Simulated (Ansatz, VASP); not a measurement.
# BiAu2: VASP beside Ansatz

```
Bi Au
1.0
     0.00000    3.93904    3.93904
     3.93904    0.00000    3.93904
     3.93904    3.93904    0.00000
Bi Au
2 4
Direct
  0.00000 0.00000 0.00000
  0.25000 0.25000 0.25000
  0.62500 0.62500 0.62500
  0.12500 0.62500 0.62500
  0.62500 0.62500 0.12500
  0.62500 0.12500 0.62500
```

Alike in both runs: functional LDA; k mesh 8 × 8 × 8; occupations gaussian, width 0.1 eV; no spin polarisation.

Ansatz relaxed the structure, and its values are those at the end. VASP's run is a single point on that final structure, the one shown.

|  | VASP | Ansatz |
| --- | --- | --- |
| version | VASP 6.6.1 | Ansatz 0.2.0 |
| potentials or method | VASP PAW LDA potentials, release 64 (Bi_d, Au), cutoff 520 eV | scalar-relativistic, plane waves, PAW |
| valence electrons in the cell | 74 | 106 |

|  | VASP | Ansatz | Ansatz less VASP |
| --- | --- | --- | --- |
| gap on the k mesh at the Fermi level (eV) | none | none | - |
| pressure (GPa) | 0.3 | 0.0 | -0.31 |

LDA's correlation is that of Perdew and Zunger in VASP and of Perdew and Wang (1992) in Ansatz. A gap of «none» marks a metal or a gap that the smearing closes. VASP's potentials hold 74 valence electrons a cell and Ansatz's 106, so a difference there can come from the potentials and not from the codes.

Neither program's run includes spin-orbit coupling.
